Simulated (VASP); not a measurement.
# As (R-3m) in VASP: a series of runs

Runs on As. Level: r2SCAN. Tasks: relaxation of shape and atoms at fixed volume.

Everything below comes from runs of VASP 6.6.1. Logs are shortened: lines on timing, memory, paths and dates and some standing lists are left out, and cuts for length are marked.

**1. The cell of the first run**

Symmetry: R-3m, No. 166, trigonal system. The conventional cell has a = 3.822 Å, b = 3.822 Å, c = 10.662 Å, α = 90.00°, β = 90.00°, γ = 120.00°. Within 3.4 Å of As (site symmetry 3m) lie 6 As at 2.55 to 3.17 Å.

**2. Relaxation of shape and atoms at fixed volume, r2SCAN**

Contents of POSCAR:

```
As
1.0
    1.9108147978      1.1032094379      3.5541019748
   -1.9108147978      1.1032094379      3.5541019748
    0.0000000000     -2.2064188758      3.5541019748
As
2
Direct
    0.2263663050      0.2263663050      0.2263663050
    0.7736336950      0.7736336950      0.7736336950
```

Contents of INCAR.step1:

```
ALGO     = Normal         # electronic algorithm
EDIFF    = 1E-4           # SCF threshold, eV
ENCUT    = 600            # plane-wave cutoff, eV
GGA      = PE             # functional
ISMEAR   = 0              # smearing method
LASPH    = T              # aspherical terms in the spheres
LCHARG   = F              # write CHGCAR
LREAL    = F              # projectors in reciprocal space
LWAVE    = T              # write WAVECAR
NELM     = 80             # most SCF steps
PREC     = Accurate       # precision mode
SIGMA    = 0.05           # smearing width, eV
```

Contents of INCAR.step2:

```
ALGO     = Normal         # electronic algorithm
EDIFF    = 1E-6           # SCF threshold, eV
EDIFFG   = -0.02          # ionic threshold
ENCUT    = 600            # plane-wave cutoff, eV
IBRION   = 2              # ionic algorithm
ISIF     = 4              # what is computed and relaxed
ISMEAR   = 0              # smearing method
ISTART   = 1            
LASPH    = T              # aspherical terms in the spheres
LCHARG   = F              # write CHGCAR
LMIXTAU  = T            
LREAL    = F              # projectors in reciprocal space
LWAVE    = F              # write WAVECAR
METAGGA  = R2SCAN         # meta-GGA
NELM     = 80             # most SCF steps
NSW      = 60             # ionic steps
PREC     = Accurate       # precision mode
SIGMA    = 0.05           # smearing width, eV
```

Contents of KPOINTS:

```
k-points
0
Gamma
  14 14 14
```

Potentials or basis: VASP PAW PBE potentials, release 64 (As).

Launch:

```sh
$ cat potpaw_PBE.64/As/POTCAR > POTCAR
$ cp INCAR.step1 INCAR
$ mpirun -np 1 vasp_std > vasp.out
$ cp INCAR.step2 INCAR
$ mpirun -np 1 vasp_std > vasp.out
```

OUTCAR:

```text
EDIFF = 1E-6
   EDIFFG = -0.02
   ENCUT = 600
   IBRION = 2
   ISIF = 4
   ISMEAR = 0
   ISTART = 1
   LASPH = T
   LREAL = F
   METAGGA = R2SCAN
   NELM = 80
   NSW = 60
   PREC = Accurate

 ion  position               nearest neighbor table
   1  0.226  0.226  0.226-   2 2.55   2 2.55   2 2.55
   2  0.774  0.774  0.774-   1 2.55   1 2.55   1 2.55

  LATTYP: Found a trigonal (rhomboedric) cell.
 ALAT       =     4.1832911807
 COS(alpha) =     0.5827167065

  Lattice vectors:

 A1 = (   1.9108147978,   1.1032094379,   3.5541019748)
 A2 = (  -1.9108147978,   1.1032094379,   3.5541019748)
 A3 = (   0.0000000000,  -2.2064188758,   3.5541019748)

Analysis of symmetry for initial positions (statically):
=====================================================================
 Subroutine PRICEL returns:
 Original cell was already a primitive cell.

 Routine SETGRP: Setting up the symmetry group for a
 trigonal (rhombohedral) supercell.

 Subroutine GETGRP returns: Found 12 space group operations
 (whereof 12 operations were pure point group operations)
 out of a pool of 12 trial point group operations.

The static configuration has the point symmetry D_3d.

Analysis of symmetry for dynamics (positions and initial velocities):
=====================================================================
 Subroutine PRICEL returns:
 Original cell was already a primitive cell.

 Routine SETGRP: Setting up the symmetry group for a
 trigonal (rhombohedral) supercell.

 Subroutine GETGRP returns: Found 12 space group operations
 (whereof 12 operations were pure point group operations)
 out of a pool of 12 trial point group operations.

The dynamic configuration has the point symmetry D_3d.

 Subroutine INISYM returns: Found 12 space group operations
 (whereof 12 operations are pure point group operations),
 and found     1 'primitive' translations

----------------------------------------------------------------------------------------

                                     Primitive cell

  volume of cell :      44.9529

  direct lattice vectors                    reciprocal lattice vectors
     1.910814798  1.103209438  3.554101975     0.261668478  0.151074366  0.093788343
    -1.910814798  1.103209438  3.554101975    -0.261668478  0.151074366  0.093788343
     0.000000000 -2.206418876  3.554101975     0.000000000 -0.302148732  0.093788343

  length of vectors
     4.183291181  4.183291181  4.183291181     0.316370210  0.316370210  0.316370210

  position of ions in fractional coordinates (direct lattice)
     0.226366305  0.226366305  0.226366305
     0.773633695  0.773633695  0.773633695

  ion indices of the primitive-cell ions
   primitive index   ion index
                 1           1
                 2           2

----------------------------------------------------------------------------------------

 KPOINTS: k-points

Automatic generation of k-mesh.
 Grid dimensions read from file:
 generate k-points for:   14   14   14

 Generating k-lattice:

  Cartesian coordinates                     Fractional coordinates (reciprocal lattice)
     0.018690606  0.010791026  0.006699167     0.071428571  0.000000000 -0.000000000
    -0.018690606  0.010791026  0.006699167     0.000000000  0.071428571 -0.000000000
     0.000000000 -0.021582052  0.006699167    -0.000000000 -0.000000000  0.071428571

  Length of vectors
     0.022597872  0.022597872  0.022597872

  Shift w.r.t. Gamma in fractional coordinates (k-lattice)
     0.000000000  0.000000000  0.000000000

 Subroutine IBZKPT returns following result:
 ===========================================

 Found    288 irreducible k-points:

 Following reciprocal coordinates:
            Coordinates               Weight
  0.000000  0.000000  0.000000      1.000000
  0.071429 -0.000000  0.000000      6.000000
  0.142857 -0.000000  0.000000      6.000000
  0.214286  0.000000  0.000000      6.000000
  0.285714 -0.000000  0.000000      6.000000
  0.357143 -0.000000  0.000000      6.000000
[... 16 lines left out ...]
  0.214286  0.142857  0.000000     12.000000
  0.285714  0.142857  0.000000     12.000000
 [... further k-points ...]
   k-points           NKPTS =    288   k-points in BZ     NKDIM =    288   number of bands    NBANDS=      9
   number of dos      NEDOS =    301   number of ions     NIONS =      2
   total plane-waves  NPLWV =  46656
   dimension x,y,z NGX =    36 NGY =   36 NGZ =   36
   dimension x,y,z NGXF=    72 NGYF=   72 NGZF=   72
   ions per type =               2
   NGX,Y,Z   is equivalent  to a cutoff of  14.31, 14.31, 14.31 a.u.
   NGXF,Y,Z  is equivalent  to a cutoff of  28.61, 28.61, 28.61 a.u.
 SYSTEM =  unknown system
   PREC   = accura    normal or accurate (medium, high low for compatibility)
   ISTART =      1    job   : 0-new  1-cont  2-samecut
   ICHARG =      0    charge: 1-file 2-atom 10-const
   ISPIN  =      1    spin polarized calculation?
   LNONCOLLINEAR =      F non collinear calculations
   LSORBIT =      F    spin-orbit coupling
   LASPH  =      T    aspherical Exc in radial PAW
   ENCUT  =  600.0 eV  44.10 Ry    6.64 a.u.   8.36  8.36  8.36*2*pi/ulx,y,z
   NELM   =     80;   NELMIN=  2; NELMDL=  0     # of ELM steps
   EDIFF  = 0.1E-05   stopping-criterion for ELM
   LREAL  =      F    real-space projection
   EDIFFG = -.2E-01   stopping-criterion for IOM
   NSW    =     60    number of steps for IOM
   IBRION =      2    ionic relax: 0-MD 1-quasi-New 2-CG
   NFREE  =      1    steps in history (QN), initial steepest desc. (CG)
   ISIF   =      4    stress and relaxation
   ISYM   =      2    0-nonsym 1-usesym 2-fastsym
   POTIM  = 0.5000    time-step for ionic-motion
   TEBEG  =    0.0;   TEEND  =   0.0 temperature during run
   PSTRESS=    0.0 pullay stress
   NELECT =      10.0000    total number of electrons
   NUPDOWN=      -1.0000    fix difference up-down
   EMIN   =  10.00;   EMAX   =-10.00  energy-range for DOS
   EFERMI =   0.00;   METHOD = LEGACY
   ISMEAR =     0;   SIGMA  =   0.05  broadening in eV -4-tet -1-fermi 0-gaus
   EFERMI_NEDOS =   21; number of points for ismear=-14 and -15
   IALGO  =     38    algorithm
   IMIX   =      4    mixing-type and parameters
     AMIX     =   0.40;   BMIX     =  1.00
     AMIX_MAG =   1.60;   BMIX_MAG =  1.00
  volume/ion in A,a.u.               =      22.48       151.68
  Fermi-wavevector in a.u.,A,eV,Ry     =   0.991948  1.874510 13.387601  0.983961
  Thomas-Fermi vector in A             =   2.123725
   LORBIT       =      0    0 simple, 1 ext, 2 COOP (PROOUT), +10 PAW based schemes
   METAGGA = R2SCAN    functional components
   LHFCALC =     F    Hartree Fock is set to
   AEXX    =    0.0000 exact exchange contribution
   IVDW    =     0    specifies the selected vdW correction
   LEPSILON=     F    determine dielectric tensor
   LRPA    =     F    only Hartree local field effects (RPA)
 conjugate gradient relaxation of ions
 non-spin polarized calculation
 Gauss-broadening in eV      SIGMA  =   0.05
  energy-cutoff  :      600.00
  volume of cell :       44.95
 maximum number of plane-waves:      1533
 NGX is ok and might be reduce to    36
   NGX = 17   NGY = 17   NGZ = 17

--------------------------------------- Ionic step        1  -------------------------------------------

 number of electron      10.0000000 magnetization

 Free energy of the ion-electron system (eV)
  ---------------------------------------------------
  ext. energy  EPLUGINS =         0.00000000
  ---------------------------------------------------
  free energy    TOTEN  =       -29.37777251 eV

  energy without entropy =      -29.37764214  energy(sigma->0) =      -29.37770733

------------------------ aborting loop because EDIFF is reached ----------------------------------------

  FORCE on cell =-STRESS in cart. coord.  units (eV):
  Direction    XX          YY          ZZ          XY          YZ          ZX
  --------------------------------------------------------------------------------------
  -------------------------------------------------------------------------------------
  Total       -0.5778837     -0.5778837     -0.0944206      0.0000000      0.0000000      0.0000000
  in kB      -20.5964966    -20.5964966     -3.3652682      0.0000000      0.0000000      0.0000000
  external PRESSURE =     -14.8527538 kB  Pullay stress =       0.0000000 kB
[... 93 lines left out ...]
  energy  without entropy=      -29.3869783107  energy(sigma->0) =      -29.38711093

--------------------------------------- Ionic step        4  -------------------------------------------

 number of electron      10.0000000 magnetization

 Free energy of the ion-electron system (eV)
  ---------------------------------------------------
  ext. energy  EPLUGINS =         0.00000000
  ---------------------------------------------------
  free energy    TOTEN  =       -29.38925605 eV

  energy without entropy =      -29.38901854  energy(sigma->0) =      -29.38913729

 E-fermi :   5.1454     XC(G=0): -10.1745

 val. band max:        5.1074835003   @ k =   0.3571   0.2143   0.2143
 cond. band min:       5.1468206608   @ k =  -0.4286   0.5000   0.4286
 fundamental gap:      0.0393371605
 Fermi energy:         5.1453941182

 k-point     1 :       0.0000    0.0000    0.0000
  band No.  band energies     occupation
      1     -10.6139      2.00000
      2      -1.3965      2.00000
      3       2.1098      2.00000
      4       2.8690      2.00000
      5       2.8690      2.00000
      6       6.5108      0.00000
      7       7.7744      0.00000
      8       7.7744      0.00000
      9      12.5268      0.00000
[... 265 lines left out ...]
 k-point    24 :       0.2857    0.1429    0.0000
  band No.  band energies     occupation
      1      -9.6893      2.00000
      2      -3.4652      2.00000
      3       0.9817      2.00000
      4       1.6350      2.00000
      5       3.5354      2.00000
      6       6.4063      0.00000
      7       7.7351      0.00000
      8       8.0825      0.00000
      9      10.5583      0.00000

 [... further k-points ...]

------------------------ aborting loop because EDIFF is reached ----------------------------------------

  FORCE on cell =-STRESS in cart. coord.  units (eV):
  Direction    XX          YY          ZZ          XY          YZ          ZX
  --------------------------------------------------------------------------------------
  -------------------------------------------------------------------------------------
  Total        0.1038220      0.1038220      0.1321453     -0.0000000      0.0000000      0.0000000
  in kB        3.7003466      3.7003466      4.7098230     -0.0000000      0.0000000      0.0000000
  external PRESSURE =       4.0368387 kB  Pullay stress =       0.0000000 kB
[... 17 lines left out ...]
  FREE ENERGIE OF THE ION-ELECTRON SYSTEM (eV)
  ---------------------------------------------------
  free  energy   TOTEN  =       -29.3892560472 eV

  energy  without entropy=      -29.3890185414  energy(sigma->0) =      -29.38913729

 reached required accuracy - stopping structural energy minimisation
```

It took 44 min on 1 thread of Intel Xeon 8259CL, shared host; peak memory 0.33 GiB.

What came out:

```yaml
Free_energy: -29.3893 eV
Energy_gained_by_relaxing: 5.7 meV/atom
Ionic_steps: 4
Pressure_after_relaxing: 0.4 GPa
Largest_force_after_relaxing: 0.013 eV/Å
Band_gap_on_the_k_mesh: zero (bands 5 and 6 overlap by 0.42 eV)
```

Forces in eV/Å, atoms in the order of the input:
```
As   0.000  0.000 -0.013
As   0.000  0.000  0.013
```

Stress tensor (GPa, compression positive):
```
0.37 0.00 0.00
0.00 0.37 0.00
0.00 0.00 0.47
```

Step by step:
| step | energy change (eV) | largest force (eV/Å) | pressure (GPa) | volume (Å³) |
| --- | --- | --- | --- | --- |
| 1 | 0.0000 | 0.1403 | -1.49 | 44.95 |
| 2 | -0.0048 | 0.0649 | -0.96 | 44.95 |
| 3 | -0.0095 | 0.1371 | 0.35 | 44.95 |
| 4 | -0.0115 | 0.0133 | 0.40 | 44.95 |

Final structure:
```xyz
2
Lattice="1.8757 1.0829 3.6885 -1.8757 1.0829 3.6885 0.0000 -2.1658 3.6885" Properties=species:S:1:pos:R:3 pbc="T T T"
As    0.0000    0.0000    2.4862
As    0.0000    0.0000    8.5793
```

Caveat: the PAW data sets were made with another functional, which shifts forces and pressure a little.

(Continued in part 2 of 2.)
